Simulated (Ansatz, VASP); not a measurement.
**W5C: VASP beside Ansatz**

Contents of INCAR:

```
ALGO = Normal
EDIFF = 1E-7
EDIFFG = -0.08
ENCUT = 600
GGA = PE
IBRION = 2
ISIF = 3
ISMEAR = 0
LASPH = True
LCHARG = False
LREAL = False
LWAVE = False
NELM = 100
NSW = 36
PREC = Accurate
SIGMA = 0.2
```

File KPOINTS:

```
k-points
0
Gamma
  6 6 2
```

File POSCAR:

```
W5C
1.0
    2.9500000000      0.0000000000      0.0000000000
   -1.4750000000      2.5547749400      0.0000000000
    0.0000000000      0.0000000000     12.3000000000
W C
5 1
Direct
    0.3333333300      0.6666666700      0.1000000000
    0.6666666700      0.3333333300      0.9000000000
    0.0000000000      0.0000000000      0.5000000000
    0.3333333300      0.6666666700      0.7000000000
    0.6666666700      0.3333333300      0.3000000000
    0.0000000000      0.0000000000      0.0000000000
```

Input for Ansatz:

```yaml
crystal:
  lattice:
    - [2.95, 0.0, 0.0]
    - [-1.475, 2.55477494, 0.0]
    - [0.0, 0.0, 12.3]
  atoms:
    - { symbol: W, position: [0.33333333, 0.66666667, 0.1] }
    - { symbol: W, position: [0.66666667, 0.33333333, 0.9] }
    - { symbol: W, position: [0.0, 0.0, 0.5] }
    - { symbol: W, position: [0.33333333, 0.66666667, 0.7] }
    - { symbol: W, position: [0.66666667, 0.33333333, 0.3] }
    - { symbol: C, position: [0.0, 0.0, 0.0] }
basis:
  ecutwfc: 420
kpoints:
  mp_grid: { grid: [6, 6, 2] }
hamiltonian:
  xc: pbe
scf:
  occupations: { method: gaussian, width: 0.2 }
  lower_state_search: "off"
output:
  forces: true
  stress: true
  eigenvalues: true
relax:
  adjacent_minimum: "off"
  f_tol: 0.08
  max_steps: 16
  cell: { stress_tol: 0.8 }
```

Alike in both runs: task relaxation of cell and atoms; functional PBE; k mesh 6 × 6 × 2; occupations gaussian, width 0.2 eV; no spin polarisation.

|  | VASP | Ansatz |
| --- | --- | --- |
| version | VASP 6.6.1 | Ansatz 0.2.0 |
| potentials or method | VASP PAW PBE potentials, release 64 (W_sv, C), cutoff 600 eV | scalar-relativistic, plane waves, PAW |
| valence electrons in the cell | 74 | 74 |

Ansatz gave:

```
gap on the k mesh at the Fermi level, each at its own relaxed structure (eV) : none
relaxed volume (Å³/atom)                                                     : 14.67
relaxed cell length with the largest relative difference (Å)                 : 3.020
```

Which values does VASP return?

gap on the k mesh at the Fermi level, each at its own relaxed structure (eV): none; relaxed volume (Å³/atom): 14.69; relaxed cell length with the largest relative difference (Å): 3.021.

A gap of «none» marks a metal or a gap that the smearing closes.

The k mesh is coarse, so the values compare programs but aren't converged. Neither program's run includes spin-orbit coupling.
